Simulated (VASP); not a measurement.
A run of VASP 6.6.1:

File INCAR:

```
SYSTEM = AlN
ALGO     = Normal         ! electronic algorithm
EDIFF    = 1E-6           ! SCF threshold, eV
ENCUT    = 600            ! plane-wave cutoff, eV
GGA      = PS             ! functional
GGA_COMPAT= .False.      
ISIF     = 2              ! what is computed and relaxed
ISMEAR   = 0              ! smearing method
LASPH    = .True.         ! aspherical terms in the spheres
LCHARG   = .False.        ! write CHGCAR
LREAL    = .False.        ! projectors in reciprocal space
LWAVE    = .False.        ! write WAVECAR
NBANDS   = 11             ! bands
NELM     = 120            ! most SCF steps
PREC     = Accurate       ! precision mode
SIGMA    = 0.01           ! smearing width, eV
```

The input KPOINTS:

```
k-points
0
Gamma
  10 10 10
  0 0 0
```

File POSCAR:

```
AlN
1.0
    0.0000000000      1.9892168054      1.9892168054
    1.9892168054      0.0000000000      1.9892168054
    1.9892168054      1.9892168054      0.0000000000
Al N
1 1
Direct
    0.5000000000      0.5000000000      0.5000000000
    0.0000000000      0.0000000000      0.0000000000
```

Potentials or basis: VASP PAW PBE potentials, release 64 (Al, N).

Command:

```sh
$ cat potpaw_PBE.64/Al/POTCAR potpaw_PBE.64/N/POTCAR > POTCAR
$ mpirun -np 1 vasp_std > vasp.out
```

Hardware: 1 thread of Intel(R) Xeon(R) Platinum 8259CL CPU @ 2.50GHz (Skylake/Cascade Lake), with other jobs on the host.

Problem. How long does it take, and how much memory?

Solution. It took 7.4 s on 1 thread of Intel(R) Xeon(R) Platinum 8259CL CPU @ 2.50GHz (Skylake/Cascade Lake), with other jobs on the host, peak memory 0.13 GiB. Counts: scf iterations 12, k points 47.
